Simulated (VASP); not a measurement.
# Pb (Fm-3m) in VASP: single point with PBE

Aim: the single point of Pb with PBE.

All numbers are computed with VASP 6.6.1; they aren't measurements. Logs are shortened: lines on timing, memory, paths and dates and some standing lists are left out, and cuts for length are marked.

### 1 The cell of the first run

The structure is cubic, space group Fm-3m (No. 225). Conventional cell: a = 5.043 Å, b = 5.043 Å, c = 5.043 Å, α = 90.00°, β = 90.00°, γ = 90.00°. Within 4.7 Å of Pb (site symmetry m-3m) lie 12 Pb at 3.57 Å.

### 2 Single point, PBE, non-collinear spin, zero start, spin-orbit coupling

Input file INCAR:

```
PREC = Accurate
ENCUT = 520
EDIFF = 1E-6
ISMEAR = -1
SIGMA = 0.05
LREAL = False
LASPH = True
NELM = 150
ALGO = Normal
ISIF = 2
LWAVE = False
LCHARG = False
LNONCOLLINEAR = True
MAGMOM = 0 0 0
LORBIT = 11
LSORBIT = True
GGA_COMPAT = False
LORBMOM = True
GGA = PE
NBANDS = 25
```

Input file KPOINTS:

```
regular mesh
0
Gamma
  14 14 14
```

Input file POSCAR:

```
Pb
1.0
    0.0000000000      2.5214169586      2.5214169586
    2.5214169586      0.0000000000      2.5214169586
    2.5214169586      2.5214169586      0.0000000000
Pb
1
Direct
    0.0000000000      0.0000000000      0.0000000000
```

Potentials or basis: VASP PAW PBE potentials, release 64 (Pb_d).

Started as:

```sh
> cat potpaw_PBE.64/Pb_d/POTCAR > POTCAR
> mpirun -np 1 vasp_ncl > vasp.out
```

OUTCAR:

```text
PREC = Accurate
   ENCUT = 520
   EDIFF = 1E-6
   ISMEAR = -1
   LREAL = False
   LASPH = True
   NELM = 150
   ISIF = 2
   LNONCOLLINEAR = True
   LORBIT = 11
   LSORBIT = True
   GGA = PE

 ion  position               nearest neighbor table
   1  0.000  0.000  0.000-

  LATTYP: Found a face centered cubic cell.
 ALAT       =     5.0428339172

  Lattice vectors:

 A1 = (   0.0000000000,   2.5214169586,   2.5214169586)
 A2 = (   2.5214169586,   0.0000000000,   2.5214169586)
 A3 = (   2.5214169586,   2.5214169586,   0.0000000000)

Analysis of symmetry for initial positions (statically):
=====================================================================
 Subroutine PRICEL returns:
 Original cell was already a primitive cell.

 Routine SETGRP: Setting up the symmetry group for a
 face centered cubic supercell.

 Subroutine GETGRP returns: Found 48 space group operations
 (whereof 48 operations were pure point group operations)
 out of a pool of 48 trial point group operations.

The static configuration has the point symmetry O_h .

Analysis of symmetry for dynamics (positions and initial velocities):
=====================================================================
 Subroutine PRICEL returns:
 Original cell was already a primitive cell.

 Routine SETGRP: Setting up the symmetry group for a
 face centered cubic supercell.

 Subroutine GETGRP returns: Found 48 space group operations
 (whereof 48 operations were pure point group operations)
 out of a pool of 48 trial point group operations.

The dynamic configuration has the point symmetry O_h .

Analysis of structural, dynamic, and magnetic symmetry:
=====================================================================
 Subroutine PRICEL returns:
 Original cell was already a primitive cell.

 Routine SETGRP: Setting up the symmetry group for a
 face centered cubic supercell.

 Subroutine GETGRP returns: Found 48 space group operations
 (whereof 48 operations were pure point group operations)
 out of a pool of 48 trial point group operations.

The overall configuration has the point symmetry O_h .

 Subroutine INISYM returns: Found 48 space group operations
 (whereof 48 operations are pure point group operations),
 and found     1 'primitive' translations

----------------------------------------------------------------------------------------

                                     Primitive cell

  volume of cell :      32.0600

  direct lattice vectors                    reciprocal lattice vectors
     0.000000000  2.521416959  2.521416959    -0.198301197  0.198301197  0.198301197
     2.521416959  0.000000000  2.521416959     0.198301197 -0.198301197  0.198301197
     2.521416959  2.521416959  0.000000000     0.198301197  0.198301197 -0.198301197

  length of vectors
     3.565822059  3.565822059  3.565822059     0.343467748  0.343467748  0.343467748

  position of ions in fractional coordinates (direct lattice)
     0.000000000  0.000000000  0.000000000

  ion indices of the primitive-cell ions
   primitive index   ion index
                 1           1

----------------------------------------------------------------------------------------

 KPOINTS: regular mesh

Automatic generation of k-mesh.
 Grid dimensions read from file:
 generate k-points for:   14   14   14

 Generating k-lattice:

  Cartesian coordinates                     Fractional coordinates (reciprocal lattice)
    -0.014164371  0.014164371  0.014164371     0.071428571  0.000000000  0.000000000
     0.014164371 -0.014164371  0.014164371     0.000000000  0.071428571  0.000000000
     0.014164371  0.014164371 -0.014164371     0.000000000  0.000000000  0.071428571

  Length of vectors
     0.024533411  0.024533411  0.024533411

  Shift w.r.t. Gamma in fractional coordinates (k-lattice)
     0.000000000  0.000000000  0.000000000

 Subroutine IBZKPT returns following result:
 ===========================================

 Found    104 irreducible k-points:

 Following reciprocal coordinates:
            Coordinates               Weight
  0.000000  0.000000  0.000000      1.000000
  0.071429  0.000000  0.000000      8.000000
  0.142857  0.000000  0.000000      8.000000
  0.214286  0.000000  0.000000      8.000000
  0.285714  0.000000  0.000000      8.000000
  0.357143  0.000000  0.000000      8.000000
[... 16 lines left out ...]
  0.214286  0.142857  0.000000     24.000000
  0.285714  0.142857  0.000000     24.000000
 [... further k-points ...]
   k-points           NKPTS =    104   k-points in BZ     NKDIM =    104   number of bands    NBANDS=     25
   number of dos      NEDOS =    301   number of ions     NIONS =      1
   total plane-waves  NPLWV =  21952
   dimension x,y,z NGX =    28 NGY =   28 NGZ =   28
   dimension x,y,z NGXF=    56 NGYF=   56 NGZF=   56
   ions per type =               1
   NGX,Y,Z   is equivalent  to a cutoff of  13.05, 13.05, 13.05 a.u.
   NGXF,Y,Z  is equivalent  to a cutoff of  26.11, 26.11, 26.11 a.u.
 SYSTEM =  unknown system
   PREC   = accura    normal or accurate (medium, high low for compatibility)
   ISTART =      0    job   : 0-new  1-cont  2-samecut
   ICHARG =      2    charge: 1-file 2-atom 10-const
   ISPIN  =      1    spin polarized calculation?
   LNONCOLLINEAR =      T non collinear calculations
   LSORBIT =      T    spin-orbit coupling
   LASPH  =      T    aspherical Exc in radial PAW
   ENCUT  =  520.0 eV  38.22 Ry    6.18 a.u.   6.63  6.63  6.63*2*pi/ulx,y,z
   NELM   =    150;   NELMIN=  2; NELMDL= -5     # of ELM steps
   EDIFF  = 0.1E-05   stopping-criterion for ELM
   LREAL  =      F    real-space projection
   EDIFFG = 0.1E-04   stopping-criterion for IOM
   NSW    =      0    number of steps for IOM
   IBRION =     -1    ionic relax: 0-MD 1-quasi-New 2-CG
   NFREE  =      0    steps in history (QN), initial steepest desc. (CG)
   ISIF   =      2    stress and relaxation
   ISYM   =      2    0-nonsym 1-usesym 2-fastsym
   POTIM  = 0.5000    time-step for ionic-motion
   TEBEG  =    0.0;   TEEND  =   0.0 temperature during run
   PSTRESS=    0.0 pullay stress
   NELECT =      14.0000    total number of electrons
   NUPDOWN=      -1.0000    fix difference up-down
   EMIN   =  10.00;   EMAX   =-10.00  energy-range for DOS
   EFERMI =   0.00;   METHOD = LEGACY
   ISMEAR =    -1;   SIGMA  =   0.05  broadening in eV -4-tet -1-fermi 0-gaus
   EFERMI_NEDOS =   21; number of points for ismear=-14 and -15
   IALGO  =     38    algorithm
   IMIX   =      4    mixing-type and parameters
     AMIX     =   0.40;   BMIX     =  1.00
     AMIX_MAG =   1.60;   BMIX_MAG =  1.00
  volume/ion in A,a.u.               =      32.06       216.35
  Fermi-wavevector in a.u.,A,eV,Ry     =   1.242023  2.347082 20.988622  1.542620
  Thomas-Fermi vector in A             =   2.376395
   LORBIT       =     11    0 simple, 1 ext, 2 COOP (PROOUT), +10 PAW based schemes
   GGA     = PE    functional components
   LHFCALC =     F    Hartree Fock is set to
   AEXX    =    0.0000 exact exchange contribution
   IVDW    =     0    specifies the selected vdW correction
   LEPSILON=     F    determine dielectric tensor
   LRPA    =     F    only Hartree local field effects (RPA)
  energy-cutoff  :      520.00
  volume of cell :       32.06
 maximum number of plane-waves:      1772
   NGX = 13   NGY = 13   NGZ = 13

 number of electron      14.0000000 magnetization       0.0000000      0.0000000      0.0000000

 number of electron      14.0000003 magnetization      -0.0000000      0.0000000      0.0000000

 number of electron      14.0000003 magnetization       0.0000000     -0.0000000     -0.0000000

 Free energy of the ion-electron system (eV)
  ---------------------------------------------------
  ext. energy  EPLUGINS =         0.00000000
  ---------------------------------------------------
  free energy    TOTEN  =        -4.11103990 eV

  energy without entropy =       -4.10821315  energy(sigma->0) =       -4.10962653

 E-fermi :   6.6103     XC(G=0):  -9.8973

 val. band max:        6.5626502795   @ k =  -0.4286   0.3571   0.0714
 cond. band min:       6.7123051268   @ k =  -0.2857   0.2857   0.0714
 fundamental gap:      0.1496548473
 Fermi energy:         6.6102734204

 k-point     1 :       0.0000    0.0000    0.0000
  band No.  band energies     occupation
      1     -11.7685      1.00000
      2     -11.7685      1.00000
      3     -11.7685      1.00000
      4     -11.7685      1.00000
      5      -9.2762      1.00000
      6      -9.2762      1.00000
[... 17 lines left out ...]
     24      18.6789      0.00000
     25      18.6791      0.00000

 k-point     2 :       0.0714    0.0000    0.0000
  band No.  band energies     occupation
      1     -11.7678      1.00000
      2     -11.7678      1.00000
      3     -11.7649      1.00000
      4     -11.7649      1.00000
      5      -9.2714      1.00000
      6      -9.2714      1.00000
[... 17 lines left out ...]
     24      18.9183      0.00000
     25      19.0320      0.00000

 k-point     3 :       0.1429    0.0000    0.0000
  band No.  band energies     occupation
      1     -11.7658      1.00000
      2     -11.7658      1.00000
      3     -11.7551      1.00000
      4     -11.7551      1.00000
      5      -9.2584      1.00000
      6      -9.2584      1.00000
[... 552 lines left out ...]
 k-point    23 :       0.2143    0.1429    0.0000
  band No.  band energies     occupation
      1     -11.7602      1.00000
      2     -11.7602      1.00000
      3     -11.7434      1.00000
      4     -11.7434      1.00000
      5      -9.2510      1.00000
      6      -9.2510      1.00000
[... 17 lines left out ...]
     24      20.1767      0.00000
     25      21.2443      0.00000

 k-point    24 :       0.2857    0.1429    0.0000
  band No.  band energies     occupation
      1     -11.7569      1.00000
      2     -11.7569      1.00000
      3     -11.7316      1.00000
      4     -11.7316      1.00000
      5      -9.2441      1.00000
      6      -9.2441      1.00000
[... 17 lines left out ...]
     24      19.7783      0.00000
     25      20.7961      0.00000

 [... further k-points ...]

------------------------ aborting loop because EDIFF is reached ----------------------------------------

  FORCE on cell =-STRESS in cart. coord.  units (eV):
  Direction    XX          YY          ZZ          XY          YZ          ZX
  --------------------------------------------------------------------------------------
  -------------------------------------------------------------------------------------
  Total        0.0057809      0.0057809      0.0057809     -0.0000000      0.0000000      0.0000000
  in kB        0.2888974      0.2888974      0.2888974     -0.0000000      0.0000000      0.0000000
  external PRESSURE =       0.2888974 kB  Pullay stress =       0.0000000 kB

 VOLUME and BASIS-vectors are now :
 -----------------------------------------------------------------------------
  energy-cutoff  :      520.00
  volume of cell :       32.06
      direct lattice vectors                 reciprocal lattice vectors
     0.000000000  2.521416959  2.521416959    -0.198301197  0.198301197  0.198301197
     2.521416959  0.000000000  2.521416959     0.198301197 -0.198301197  0.198301197
     2.521416959  2.521416959  0.000000000     0.198301197  0.198301197 -0.198301197

 POSITION                                       TOTAL-FORCE (eV/Angst)
 -----------------------------------------------------------------------------------
      0.00000      0.00000      0.00000         0.000000      0.000000      0.000000
 -----------------------------------------------------------------------------------
    total drift:                               -0.000000     -0.000000     -0.000000

  FREE ENERGIE OF THE ION-ELECTRON SYSTEM (eV)
  ---------------------------------------------------
  free  energy   TOTEN  =        -4.1110398964 eV

  energy  without entropy=       -4.1082131544  energy(sigma->0) =       -4.10962653

 orbital moment (x)

 # of ion     p       d       tot
 ----------------------------------------
  1        -0.000  -0.000  -0.000
 ----------------------------------------
           -0.000  -0.000  -0.000

 orbital moment (y)

 # of ion     p       d       tot
 ----------------------------------------
  1         0.000   0.000   0.000
 ----------------------------------------
            0.000   0.000   0.000

 orbital moment (z)

 # of ion     p       d       tot
 ----------------------------------------
  1         0.000   0.000   0.000
 ----------------------------------------
            0.000   0.000   0.000

 Spin-Orbit-Coupling matrix elements

 Ion:    1  E_soc:     -1.1400219
 l=   1
     0.0000000    -0.1225615    -0.1225615
    -0.1225615     0.0000000    -0.1225615
    -0.1225615    -0.1225615     0.0000000
 l=   2
     0.0000000    -0.0135610     0.0000000    -0.0135610    -0.0538812
    -0.0135610     0.0000000    -0.0404109    -0.0135610    -0.0134703
     0.0000000    -0.0404109     0.0000000    -0.0404109     0.0000000
    -0.0135610    -0.0135610    -0.0404109     0.0000000    -0.0134703
    -0.0538812    -0.0134703     0.0000000    -0.0134703     0.0000000
 l=   3
     0.0000000     0.0000000     0.0000000     0.0000000     0.0000000     0.0000000     0.0000000
     0.0000000     0.0000000     0.0000000     0.0000000     0.0000000     0.0000000     0.0000000
     0.0000000     0.0000000     0.0000000     0.0000000     0.0000000     0.0000000     0.0000000
     0.0000000     0.0000000     0.0000000     0.0000000     0.0000000     0.0000000     0.0000000
     0.0000000     0.0000000     0.0000000     0.0000000     0.0000000     0.0000000     0.0000000
     0.0000000     0.0000000     0.0000000     0.0000000     0.0000000     0.0000000     0.0000000
     0.0000000     0.0000000     0.0000000     0.0000000     0.0000000     0.0000000     0.0000000

 total charge

# of ion       s       p       d       tot
------------------------------------------
    1        1.399   0.737   9.808  11.945

 magnetization (x)

# of ion       s       p       d       tot
------------------------------------------
    1        0.000  -0.000   0.000  -0.000

 magnetization (y)

# of ion       s       p       d       tot
------------------------------------------
    1        0.000   0.000   0.000   0.000

 magnetization (z)

# of ion       s       p       d       tot
------------------------------------------
    1       -0.000   0.000  -0.000  -0.000
```

It took 4.8 min on 1 thread of Intel Xeon 8259CL, shared host; peak memory 0.31 GiB.

What came out:

```yaml
Free_energy: -4.1110 eV
Pressure: 0.0 GPa
Net_moment: 0.00 μB per cell
Valence_electrons_inside_the_program's_atomic_spheres: Pb 11.95
```

Moments on the atoms (μB; x, y, z):
```
Pb  0.00 0.00 0.00
```
